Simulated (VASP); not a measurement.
# PbO2 (Cmce) in VASP: further runs

The runs below take PbO2 through single point, with PBE.

Program: VASP 6.6.1. These are calculated values, not measurements. Logs are shortened: lines on timing, memory, paths and dates and some standing lists are left out, and cuts for length are marked.

### 1 The cell of the first run

It takes space group Cmce (No. 64, orthorhombic). Conventional cell: a = 5.423 Å, b = 5.461 Å, c = 5.384 Å, α = 90.00°, β = 90.00°, γ = 90.00°. Pb (site symmetry 2/m) has 8 O at 2.26 to 2.45 Å within 3.0 Å. Within 3.0 Å of O (site symmetry 2) lie 4 Pb at 2.26 to 2.45 Å and 6 O at 2.71 to 2.73 Å.

The cell was generated, and may not be a known phase.

### 2 Single point, PBE

Contents of INCAR:

```
SYSTEM = PbO2
  PREC = Accurate
  ENCUT = 520
  EDIFF = 1E-6
  ISMEAR = 0
  SIGMA = 0.1
  LREAL = .False.
  LASPH = .True.
  NELM = 80
  ALGO = Normal
  ISIF = 2
  LWAVE = .False.
  LCHARG = .False.
  GGA = PE
  NBANDS = 35
```

Contents of KPOINTS:

```
regular mesh
0
Gamma
  10 10 8
  0 0 0
```

Contents of POSCAR:

```
PbO2
1.0
    2.7116962523     -2.7302847278      0.0000000000
    2.7116962523      2.7302847278      0.0000000000
    0.0000000000      0.0000000000      5.3842035711
Pb O
2 4
Direct
    0.0000000000      0.0000000000      0.0000000000
    0.5000000000      0.5000000000      0.5000000000
    0.5299569820      0.9700430180      0.2500000000
    0.9700430180      0.5299569820      0.7500000000
    0.4700430180      0.0299569820      0.7500000000
    0.0299569820      0.4700430180      0.2500000000
```

Potentials or basis: VASP PAW PBE potentials, release 64 (Pb_d, O).

Launch:

```sh
cat potpaw_PBE.64/Pb_d/POTCAR potpaw_PBE.64/O/POTCAR > POTCAR
mpirun -np 1 vasp_std > vasp.out
```

OUTCAR:

```text
SYSTEM = PbO2
   PREC = Accurate
   ENCUT = 520
   EDIFF = 1E-6
   ISMEAR = 0
   LREAL = .False.
   LASPH = .True.
   NELM = 80
   ISIF = 2
   GGA = PE

 ion  position               nearest neighbor table
   1  0.000  0.000  0.000-   3 2.26   4 2.26   5 2.26   6 2.26   3 2.45   4 2.45   6 2.45   5 2.45
                             2 3.82   2 3.82   2 3.82   2 3.82   2 3.83   2 3.83   2 3.83   2 3.83
   2  0.500  0.500  0.500-   3 2.26   4 2.26   5 2.26   6 2.26   6 2.45   5 2.45   3 2.45   4 2.45
                             1 3.82   1 3.82   1 3.82   1 3.82   1 3.83   1 3.83   1 3.83   1 3.83
   3  0.530  0.970  0.250-   1 2.26   2 2.26   2 2.45   1 2.45
   4  0.970  0.530  0.750-   1 2.26   2 2.26   2 2.45   1 2.45
   5  0.470  0.030  0.750-   1 2.26   2 2.26   1 2.45   2 2.45
   6  0.030  0.470  0.250-   1 2.26   2 2.26   1 2.45   2 2.45

  LATTYP: Found a base centered orthorhombic cell.
 ALAT       =     5.4233925046
 B/A-ratio  =     1.0068549254
 C/A-ratio  =     0.9927740923

  Lattice vectors:

 A1 = (   2.7116962523,  -2.7302847278,   0.0000000000)
 A2 = (   2.7116962523,   2.7302847278,   0.0000000000)
 A3 = (   0.0000000000,   0.0000000000,   5.3842035711)

Analysis of symmetry for initial positions (statically):
=====================================================================
 Subroutine PRICEL returns:
 Original cell was already a primitive cell.

 Routine SETGRP: Setting up the symmetry group for a
 base centered orthorhombic supercell.

 Subroutine GETGRP returns: Found  8 space group operations
 (whereof  4 operations were pure point group operations)
 out of a pool of  8 trial point group operations.

The static configuration has the point symmetry C_2h.
 The point group associated with its full space group is D_2h.

Analysis of symmetry for dynamics (positions and initial velocities):
=====================================================================
 Subroutine PRICEL returns:
 Original cell was already a primitive cell.

 Routine SETGRP: Setting up the symmetry group for a
 base centered orthorhombic supercell.

 Subroutine GETGRP returns: Found  8 space group operations
 (whereof  4 operations were pure point group operations)
 out of a pool of  8 trial point group operations.

The dynamic configuration has the point symmetry C_2h.
 The point group associated with its full space group is D_2h.

 Subroutine INISYM returns: Found  8 space group operations
 (whereof  4 operations are pure point group operations),
 and found     1 'primitive' translations

----------------------------------------------------------------------------------------

                                     Primitive cell

  volume of cell :      79.7261

  direct lattice vectors                    reciprocal lattice vectors
     2.711696252 -2.730284728  0.000000000     0.184386433 -0.183131083  0.000000000
     2.711696252  2.730284728  0.000000000     0.184386433  0.183131083  0.000000000
     0.000000000  0.000000000  5.384203571     0.000000000  0.000000000  0.185728490

  length of vectors
     3.848084102  3.848084102  5.384203571     0.259875644  0.259875644  0.185728490

  position of ions in fractional coordinates (direct lattice)
     0.000000000  0.000000000  0.000000000
     0.500000000  0.500000000  0.500000000
     0.529956982  0.970043018  0.250000000
     0.970043018  0.529956982  0.750000000
     0.470043018  0.029956982  0.750000000
     0.029956982  0.470043018  0.250000000

  ion indices of the primitive-cell ions
   primitive index   ion index
                 1           1
                 2           2
                 3           3
                 4           4
                 5           5
                 6           6

----------------------------------------------------------------------------------------

 KPOINTS: regular mesh

Automatic generation of k-mesh.
 Grid dimensions read from file:
 generate k-points for:   10   10    8

 Generating k-lattice:

  Cartesian coordinates                     Fractional coordinates (reciprocal lattice)
     0.018438643 -0.018313108  0.000000000     0.100000000  0.000000000  0.000000000
     0.018438643  0.018313108  0.000000000     0.000000000  0.100000000  0.000000000
     0.000000000  0.000000000  0.023216061     0.000000000  0.000000000  0.125000000

  Length of vectors
     0.025987564  0.025987564  0.023216061

  Shift w.r.t. Gamma in fractional coordinates (k-lattice)
     0.000000000  0.000000000  0.000000000

 Subroutine IBZKPT returns following result:
 ===========================================

 Found    155 irreducible k-points:

 Following reciprocal coordinates:
            Coordinates               Weight
  0.000000  0.000000  0.000000      1.000000
  0.100000 -0.000000  0.000000      4.000000
  0.200000 -0.000000  0.000000      4.000000
  0.300000 -0.000000  0.000000      4.000000
  0.400000 -0.000000  0.000000      4.000000
  0.500000 -0.000000  0.000000      2.000000
[... 16 lines left out ...]
  0.300000  0.300000  0.000000      2.000000
  0.400000  0.300000  0.000000      4.000000
 [... further k-points ...]
   k-points           NKPTS =    155   k-points in BZ     NKDIM =    155   number of bands    NBANDS=     35
   number of dos      NEDOS =    301   number of ions     NIONS =      6
   total plane-waves  NPLWV =  36000
   dimension x,y,z NGX =    30 NGY =   30 NGZ =   40
   dimension x,y,z NGXF=    60 NGYF=   60 NGZF=   80
   ions per type =               2   4
   NGX,Y,Z   is equivalent  to a cutoff of  12.96, 12.96, 12.35 a.u.
   NGXF,Y,Z  is equivalent  to a cutoff of  25.92, 25.92, 24.70 a.u.
 SYSTEM =  PbO2
   PREC   = accura    normal or accurate (medium, high low for compatibility)
   ISTART =      0    job   : 0-new  1-cont  2-samecut
   ICHARG =      2    charge: 1-file 2-atom 10-const
   ISPIN  =      1    spin polarized calculation?
   LNONCOLLINEAR =      F non collinear calculations
   LSORBIT =      F    spin-orbit coupling
   LASPH  =      T    aspherical Exc in radial PAW
   ENCUT  =  520.0 eV  38.22 Ry    6.18 a.u.   7.15  7.15 10.01*2*pi/ulx,y,z
   NELM   =     80;   NELMIN=  2; NELMDL= -5     # of ELM steps
   EDIFF  = 0.1E-05   stopping-criterion for ELM
   LREAL  =      F    real-space projection
   EDIFFG = 0.1E-04   stopping-criterion for IOM
   NSW    =      0    number of steps for IOM
   IBRION =     -1    ionic relax: 0-MD 1-quasi-New 2-CG
   NFREE  =      0    steps in history (QN), initial steepest desc. (CG)
   ISIF   =      2    stress and relaxation
   ISYM   =      2    0-nonsym 1-usesym 2-fastsym
   POTIM  = 0.5000    time-step for ionic-motion
   TEBEG  =    0.0;   TEEND  =   0.0 temperature during run
   PSTRESS=    0.0 pullay stress
   NELECT =      52.0000    total number of electrons
   NUPDOWN=      -1.0000    fix difference up-down
   EMIN   =  10.00;   EMAX   =-10.00  energy-range for DOS
   EFERMI =   0.00;   METHOD = LEGACY
   ISMEAR =     0;   SIGMA  =   0.10  broadening in eV -4-tet -1-fermi 0-gaus
   EFERMI_NEDOS =   21; number of points for ismear=-14 and -15
   IALGO  =     38    algorithm
   IMIX   =      4    mixing-type and parameters
     AMIX     =   0.40;   BMIX     =  1.00
     AMIX_MAG =   1.60;   BMIX_MAG =  1.00
  volume/ion in A,a.u.               =      13.29        89.67
  Fermi-wavevector in a.u.,A,eV,Ry     =   1.419741  2.682921 27.424781  2.015665
  Thomas-Fermi vector in A             =   2.540730
   LORBIT       =      0    0 simple, 1 ext, 2 COOP (PROOUT), +10 PAW based schemes
   GGA     = PE    functional components
   LHFCALC =     F    Hartree Fock is set to
   AEXX    =    0.0000 exact exchange contribution
   IVDW    =     0    specifies the selected vdW correction
   LEPSILON=     F    determine dielectric tensor
   LRPA    =     F    only Hartree local field effects (RPA)
 non-spin polarized calculation
 Gauss-broadening in eV      SIGMA  =   0.10
  energy-cutoff  :      520.00
  volume of cell :       79.73
 maximum number of plane-waves:      2172
 NGX is ok and might be reduce to    30

 number of electron      51.9999994 magnetization

 Free energy of the ion-electron system (eV)
  ---------------------------------------------------
  ext. energy  EPLUGINS =         0.00000000
  ---------------------------------------------------
  free energy    TOTEN  =       -31.23692481 eV

  energy without entropy =      -31.23171013  energy(sigma->0) =      -31.23431747

 E-fermi :   5.4625     XC(G=0): -11.0863

 val. band max:        5.4620416276   @ k =   0.5000   0.5000   0.3750
 cond. band min:       5.4647856415   @ k =   0.5000   0.5000   0.3750
 fundamental gap:      0.0027440139
 Fermi energy:         5.4624780743

 k-point     1 :       0.0000    0.0000    0.0000
  band No.  band energies     occupation
      1     -13.0000      2.00000
      2     -12.2920      2.00000
      3     -11.5846      2.00000
      4     -10.2647      2.00000
      5     -10.2121      2.00000
      6     -10.2076      2.00000
[... 27 lines left out ...]
     34      16.2229      0.00000
     35      16.6367      0.00000

 k-point     2 :       0.1000   -0.0000    0.0000
  band No.  band energies     occupation
      1     -12.9479      2.00000
      2     -12.2747      2.00000
      3     -11.6371      2.00000
      4     -10.6627      2.00000
      5     -10.1904      2.00000
      6     -10.1886      2.00000
[... 27 lines left out ...]
     34      16.1152      0.00000
     35      16.5520      0.00000

 k-point     3 :       0.2000   -0.0000    0.0000
  band No.  band energies     occupation
      1     -12.8017      2.00000
      2     -12.2305      2.00000
      3     -11.7495      2.00000
      4     -11.0566      2.00000
      5     -10.1690      2.00000
      6     -10.1422      2.00000
[... 27 lines left out ...]
     34      15.9097      0.00000
     35      16.3992      0.00000
[... 723 lines left out ...]
 k-point    23 :       0.3000    0.3000    0.0000
  band No.  band energies     occupation
      1     -12.1686      2.00000
      2     -12.1098      2.00000
      3     -11.9356      2.00000
      4     -11.8793      2.00000
      5     -10.0506      2.00000
      6     -10.0357      2.00000
[... 27 lines left out ...]
     34      15.2837      0.00000
     35      16.5257      0.00000

 k-point    24 :       0.4000    0.3000    0.0000
  band No.  band energies     occupation
      1     -12.1733      2.00000
      2     -12.0429      2.00000
      3     -11.9493      2.00000
      4     -11.8443      2.00000
      5     -10.0611      2.00000
      6     -10.0499      2.00000
[... 27 lines left out ...]
     34      15.8129      0.00000
     35      16.4320      0.00000

 [... further k-points ...]
[... 5 lines left out ...]
  --------------------------------------------------------------------------------------
  -------------------------------------------------------------------------------------
  Total        0.1057847      0.0894905      0.1145529      0.0000000     -0.0000000      0.0000000
  in kB        2.1258520      1.7984032      2.3020585      0.0000000     -0.0000000      0.0000000
  external PRESSURE =       2.0754379 kB  Pullay stress =       0.0000000 kB

 VOLUME and BASIS-vectors are now :
 -----------------------------------------------------------------------------
  energy-cutoff  :      520.00
  volume of cell :       79.73
      direct lattice vectors                 reciprocal lattice vectors
     2.711696252 -2.730284728  0.000000000     0.184386433 -0.183131083  0.000000000
     2.711696252  2.730284728  0.000000000     0.184386433  0.183131083  0.000000000
     0.000000000  0.000000000  5.384203571     0.000000000  0.000000000  0.185728490

 POSITION                                       TOTAL-FORCE (eV/Angst)
 -----------------------------------------------------------------------------------
      0.00000      0.00000      0.00000         0.000000     -0.000000      0.000000
      2.71170      0.00000      2.69210        -0.000000      0.000000      0.000000
      4.06754      1.20156      1.34605        -0.000000      0.017530      0.000000
      4.06754     -1.20156      4.03815        -0.000000     -0.017530     -0.000000
      1.35585     -1.20156      4.03815        -0.000000     -0.017530      0.000000
      1.35585      1.20156      1.34605        -0.000000      0.017530      0.000000
 -----------------------------------------------------------------------------------
    total drift:                               -0.000000     -0.000000      0.000000

  FREE ENERGIE OF THE ION-ELECTRON SYSTEM (eV)
  ---------------------------------------------------
  free  energy   TOTEN  =       -31.2369248070 eV

  energy  without entropy=      -31.2317101306  energy(sigma->0) =      -31.23431747
```

Wall time 11 min (1 thread of Intel Xeon 8259CL, shared host); peak memory 0.43 GiB.

What came out:

```
Free energy            : -31.2369 eV
Pressure               : 0.2 GPa
Largest force          : 0.018 eV/Å
Band gap on the k mesh : zero (bands 26 and 27 overlap by 0.18 eV)
```

Forces in eV/Å, atoms in the order of the input:
```
Pb   0.000  0.000  0.000
Pb   0.000  0.000  0.000
O    0.000  0.018  0.000
O    0.000 -0.018  0.000
O    0.000 -0.018  0.000
O    0.000  0.018  0.000
```

Caveat: semilocal functionals underestimate gaps, and a narrow one can read as zero; spin-orbit coupling is left out, which moves the levels of the heavy elements.

### 3 Single point, PBE

This run uses another cell than the first one: it holds 12 atoms, not 6.

Contents of INCAR:

```
PREC = Accurate
ENCUT = 600
EDIFF = 1E-6
ISMEAR = 0
SIGMA = 0.2
LREAL = F
LASPH = T
NELM = 120
ALGO = Normal
ISIF = 2
LWAVE = F
LCHARG = F
GGA = PE
NBANDS = 64
GGA_COMPAT = F
```

Contents of KPOINTS:

```
Automatic mesh
0
Gamma
  6 6 2
```

Contents of POSCAR:

```
PbO2
1.0
    2.7116962523     -2.7302847278      0.0000000000
    2.7116962523      2.7302847278      0.0000000000
    0.0000000000      0.0000000000     10.7684071421
Pb O
4 8
Direct
    0.0000000000      0.0000000000      0.5000000000
    0.0000000000      0.0000000000      0.0000000000
    0.5000000000      0.5000000000      0.2500000000
    0.5000000000      0.5000000000      0.7500000000
    0.5299569820      0.9700430180      0.1250000000
    0.5299569820      0.9700430180      0.6250000000
    0.9700430180      0.5299569820      0.3750000000
    0.9700430180      0.5299569820      0.8750000000
    0.4700430180      0.0299569820      0.3750000000
    0.4700430180      0.0299569820      0.8750000000
    0.0299569820      0.4700430180      0.1250000000
    0.0299569820      0.4700430180      0.6250000000
```

Potentials or basis: VASP PAW PBE potentials, release 64 (Pb_d, O).

Launch:

```sh
cat potpaw_PBE.64/Pb_d/POTCAR potpaw_PBE.64/O/POTCAR > POTCAR
mpirun -np 1 vasp_std > vasp.out
```

Run time: 5.2 min. Hardware: 1 thread of Oxide Virtual Turin-like, shared host; peak memory 0.4 GiB.

It converged, with:

```yaml
Free_energy: -62.4937 eV
Pressure: 0.2 GPa
Largest_force: 0.019 eV/Å
Band_gap_on_the_k_mesh: zero (bands 52 and 53 overlap by 0.11 eV)
```

Forces on the atoms (eV/Å):
```
Pb   0.000  0.000  0.000
Pb   0.000  0.000  0.000
Pb   0.000  0.000  0.000
Pb   0.000  0.000  0.000
O    0.000  0.019  0.000
O    0.000  0.019  0.000
O    0.000 -0.019  0.000
O    0.000 -0.019  0.000
O    0.000 -0.019  0.000
O    0.000 -0.019  0.000
O    0.000  0.019  0.000
O    0.000  0.019  0.000
```

Stress tensor (GPa, compression positive):
```
0.14 0.00 0.00
0.00 0.13 0.00
0.00 0.00 0.22
```

Levels at points of the mesh, in eV from the Fermi level:
| k point | band 48 | band 49 | band 50 | band 51 | band 52 | band 53 | band 54 | band 55 | band 56 | band 57 |
| --- | --- | --- | --- | --- | --- | --- | --- | --- | --- | --- |
| (0.00, 0.00, 0.00) | -0.75 | -0.61 | -0.61 | -0.31 | -0.26 | -0.19 | 1.02 | 1.02 | 1.74 | 5.24 |
| (0.50, 0.00, 0.00) | -1.35 | -1.28 | -1.28 | -0.49 | -0.49 | 2.11 | 2.11 | 2.52 | 2.52 | 7.00 |
| (0.50, 0.50, 0.00) | -0.24 | -0.21 | -0.13 | -0.08 | -0.08 | 1.61 | 2.05 | 2.12 | 2.12 | 6.13 |
| (0.00, 0.00, 0.50) | -0.61 | -0.50 | -0.50 | -0.32 | -0.32 | 0.02 | 0.02 | 1.59 | 1.59 | 5.43 |
| (0.50, 0.00, 0.50) | -1.39 | -0.90 | -0.90 | -0.90 | -0.90 | 2.33 | 2.33 | 2.33 | 2.33 | 7.08 |
| (0.50, 0.50, 0.50) | -0.43 | -0.13 | -0.13 | -0.13 | -0.13 | 1.87 | 1.87 | 2.01 | 2.01 | 6.86 |

Caveat: semilocal functionals underestimate gaps, and a narrow one can read as zero; spin-orbit coupling is left out, which moves the levels of the heavy elements.

The gap in the log of VASP goes by the Fermi energy; the results here count the filled bands.